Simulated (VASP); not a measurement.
# ZnCd2Te2S: single point with PBE

Crystal: ZnCd2Te2S.

```
Zn Cd Te S
1.0
     5.36101    0.00000    0.00000
     0.00000    5.36101    0.00000
     0.00000    0.00000    6.09509
Zn Cd Te S
1 2 2 1
Direct
  0.50000 0.50000 0.00000
  0.50000 0.00000 0.50000
  0.00000 0.50000 0.50000
  0.50000 0.00000 0.00000
  0.00000 0.50000 0.00000
  0.00000 0.00000 0.50000
```

The cell was generated, and may not be a known phase.

```yaml
Program: VASP 6.6.1
Task: single point
Functional: PBE
Potentials_or_basis: VASP PAW PBE potentials, release 64 (Zn, Cd, Te, S)
Cutoff: 520 eV
k_mesh: 8 × 8 × 6
Occupations: gaussian, width 0.1 eV
Spin: no spin polarisation
Dipole_correction: no
Further_INCAR_settings: ALGO = Normal; EDIFF = 1e-06; NBANDS = 36
```

```yaml
Pressure: 0.1 GPa
Band_gap_on_the_k_mesh: zero (bands 27 and 28 overlap by 1.40 eV)
```

Levels at points of the mesh, in eV from the Fermi level:
```
           k point  band 23  band 24  band 25  band 26  band 27  band 28  band 29  band 30  band 31  band 32
(0.00, 0.00, 0.00)    -2.95    -2.07    -1.96    -1.18    -0.81    -0.37    -0.11    -0.11     4.28     4.28
(0.50, 0.00, 0.00)    -3.07    -2.96    -1.50    -1.08    -0.98    -0.79     1.66     2.96     3.29     3.36
(0.50, 0.50, 0.00)    -2.61    -2.61    -1.45     0.40     0.42     0.85     1.48     2.46     2.46     4.36
(0.00, 0.00, 0.50)    -3.32    -2.89    -1.90    -1.13    -0.16    -0.16     1.09     2.87     3.29     3.29
(0.50, 0.00, 0.50)    -3.05    -2.17    -1.25    -0.73    -0.57     1.29     2.07     2.44     3.20     3.44
(0.50, 0.50, 0.50)    -1.08    -0.63    -0.45    -0.45     0.52     0.99     3.67     3.67     3.68     3.94
```

Run time: 2.4 min on 1 thread of Intel(R) Xeon(R) 6975P-C (Granite Rapids) (shared host), peak memory 0.53 GiB.

Caveat: spin-orbit coupling is left out, which moves the levels of the heavy elements.
